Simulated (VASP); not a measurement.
Ge, 6 atoms in the cell. The cell holds a slab with vacuum, 6 atoms: a = 3.997 Å, b = 3.997 Å, c = 24.426 Å, α = 90.00°, β = 90.00°, γ = 120.00°. 

| Quantity | Value |
| --- | --- |
| Program | VASP 6.6.1 |
| Task | single point |
| Functional | PBEsol |
| Potentials or basis | VASP PAW PBE potentials, release 64 (Ge_d) |
| Cutoff | 520 eV |
| k mesh | 9 × 9 × 1 |
| Occupations | gaussian, width 0.1 eV |
| Spin | no spin polarisation |
| Dipole correction | yes |
| Further INCAR settings | ALGO = Normal; EDIFF = 1e-07; NBANDS = 51 |

Potentials or basis: VASP PAW PBE potentials, release 64 (Ge_d).

Launch:

```sh
$ cat potpaw_PBE.64/Ge_d/POTCAR > POTCAR
$ mpirun -np 1 vasp_std > vasp.out
```

Hardware: 1 thread of Intel(R) Xeon(R) 6975P-C (Granite Rapids) (shared host).

Task: How long does it take, and how much memory?

Result: Run time: 4.9 min on 1 thread of Intel(R) Xeon(R) 6975P-C (Granite Rapids), on a shared host, peak memory 0.48 GiB. Counts: scf iterations 31, k points 12.
